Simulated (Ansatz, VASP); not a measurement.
Two plane-wave programs on WC

```
W C
1.0
     2.89841    0.00000    0.00000
    -1.44921    2.51010    0.00000
     0.00000    0.00000    2.82778
W C
1 1
Direct
  0.00000 0.00000 0.00000
  0.66667 0.33333 0.50000
```

Alike in both runs: task relaxation of cell and atoms; functional PBEsol; k mesh 18 × 18 × 14; occupations fermi-dirac, width 0.15 eV; no spin polarisation.

|  | VASP | Ansatz |
| --- | --- | --- |
| version | VASP 6.6.1 | Ansatz 0.2.0 |
| potentials or method | VASP PAW PBE potentials, release 64 (W_sv, C), cutoff 600 eV | scalar-relativistic, plane waves, PAW |
| valence electrons in the cell | 18 | 18 |

Ansatz gave:

* gap on the k mesh at the Fermi level, each at its own relaxed structure (eV): none
* relaxed volume (Å³/atom): 10.29
* relaxed cell length with the largest relative difference (Å): 2.827

Task: Estimate VASP's values.

Result: gap on the k mesh at the Fermi level, each at its own relaxed structure (eV): none; relaxed volume (Å³/atom): 10.32; relaxed cell length with the largest relative difference (Å): 2.830.

VASP's potentials were made for PBE, not for PBEsol. A gap of «none» marks a metal or a gap that the smearing closes.

Neither program's run includes spin-orbit coupling.
